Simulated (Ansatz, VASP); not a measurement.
ZnS: VASP beside Ansatz

```
CELL_PARAMETERS angstrom
0.00000 2.75805 2.75805
2.75805 0.00000 2.75805
2.75805 2.75805 0.00000
ATOMIC_POSITIONS crystal
Zn 0.00000 0.00000 0.00000
S 0.25000 0.25000 0.25000
```

Alike in both runs: task single point; functional PBE; k mesh 4 × 4 × 4; no spin polarisation.

|  | VASP | Ansatz |
| --- | --- | --- |
| version | VASP 6.6.1 | Ansatz 0.2.0-dev |
| potentials or method | VASP PAW PBE potentials, release 64 (Zn, S), cutoff 500 eV | hard PAW set made for 700 eV |
| occupations | gaussian, width 0.01 eV | fixed |

```csv
,VASP,Ansatz,Ansatz less VASP
gap on the k mesh at the Fermi level (eV),1.84,1.84,+0.001
```

The k mesh is coarse, so the values compare programs but aren't converged.
